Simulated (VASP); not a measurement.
Crystal: C.

```
C
1.0
     0.00000    1.78012    1.78012
     1.78012    0.00000    1.78012
     1.78012    1.78012    0.00000
C
2
Direct
  0.00000 0.00000 0.00000
  0.25000 0.25000 0.25000
```

Base run:

* Program: VASP 6.6.1
* Functional: PBE0
* Potentials or basis: VASP PAW PBE potentials, release 64 (C)
* Cutoff: 520 eV
* k mesh: 8 × 8 × 8
* Occupations: gaussian, width 0.01 eV
* Spin: no spin polarisation

Its results: band gap on the k mesh 6.06 eV (least direct gap 7.73 eV); pressure -5.0 GPa.

Problem. The run is repeated on the same cell with these changes: functional from PBE0 to r2SCAN; k mesh from 8 × 8 × 8 to 12 × 12 × 12. What comes out?

Solution. Band gap on the k mesh 4.36 eV (least direct gap 5.85 eV); pressure 1.1 GPa.

Several settings changed at once.

Caveats: the PAW data sets were made with another functional, which shifts forces and pressure a little; the cell stands under tension (at least some runs).

A k mesh can miss the band edges.
